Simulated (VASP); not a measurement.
LaCu2, 3 atoms in the cell. Symmetry: P6/mmm, No. 191, hexagonal system. Conventional cell: a = 4.251 Å, b = 4.251 Å, c = 3.809 Å, α = 90.00°, β = 90.00°, γ = 120.00°. Within 4.3 Å of La (site symmetry 6/mmm) lie 12 Cu at 3.11 Å and 8 La at 3.81 to 4.25 Å. Cu (site symmetry -6m2) has 3 Cu at 2.45 Å and 6 La at 3.11 Å within 3.2 Å. 

| Quantity | Value |
| --- | --- |
| Program | VASP 6.6.1 |
| Task | single point |
| Functional | PBEsol |
| Potentials or basis | VASP PAW PBE potentials, release 64 (La, Cu) |
| Cutoff | 520 eV |
| k mesh | 10 × 10 × 8 |
| Occupations | gaussian, width 0.05 eV |
| Spin | no spin polarisation |
| Dipole correction | no |
| Further INCAR settings | ALGO = Normal; EDIFF = 1e-06; NBANDS = 24 |

Potentials or basis: VASP PAW PBE potentials, release 64 (La, Cu).

Launch:

```bash
$ cat potpaw_PBE.64/La/POTCAR potpaw_PBE.64/Cu/POTCAR > POTCAR
$ mpirun -np 1 vasp_std > vasp.out
```

Hardware: 1 thread of Oxide Virtual Turin-like Processor, with other jobs on the host.

**Question.** How long does it take, and how much memory?

**Answer.** It took 120 s on 1 thread of Oxide Virtual Turin-like Processor, with other jobs on the host, peak memory 0.23 GiB. Counts: scf iterations 20, k points 70.
